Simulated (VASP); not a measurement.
Runs of VASP 6.6.1 on SnO. The structure is that of space group P4/nmm (No. 129), or close to it. The cells are those of the table. 

| cell | gap on the mesh (eV) | pressure (GPa) | largest force (eV/Å) |
| --- | --- | --- | --- |
| a = 4.055, b = 4.055, c = 4.178 Å, 4 atoms | (c) | -6.0 | 0.01 |
| a = 3.759, b = 3.759, c = 4.115 Å, 4 atoms | none | 15.3 | 2.24 |
| a = 3.894, b = 3.894, c = 4.530 Å, 4 atoms | 0.24 | (a) | 0.17 |
| a = 3.537, b = 3.537, c = 4.645 Å, 4 atoms | none | (b) | 2.17 |
| a = 3.397, b = 3.397, c = 5.036 Å, 4 atoms | none | 22.8 | 1.08 |
| a = 3.610, b = 3.610, c = 4.461 Å, 4 atoms | none | 18.6 | 2.38 |
| a = 3.683, b = 3.683, c = 4.284 Å, 4 atoms | none | 17.1 | 2.35 |
| a = 3.467, b = 3.467, c = 4.837 Å, 4 atoms | none | 21.5 | 1.73 |

Alike in all rows: task single point; level LDA; potentials or basis VASP PAW LDA potentials, release 64 (Sn_d, O); no spin polarisation; k mesh 12 × 12 × 10; cutoff (eV) 520; smearing gaussian 0.15 eV.

Fill in the values left out.

(a) -4.3; (b) 20.1; (c) 0.72.

Caveats: spin-orbit coupling is left out, which moves the levels of the heavy elements; the cell stands under pressure (at least some runs); forces of over 1 eV/Å act on the atoms, so gaps and moduli don't describe the material at rest (at least some runs); semilocal functionals underestimate gaps, so a narrow gap can read as zero (at least some runs); the cell stands under tension (at least some runs).

A k mesh can miss the band edges, and the runs leave out spin-orbit coupling on Sn.

A gap of «none» marks levels without a gap at the run's occupations.
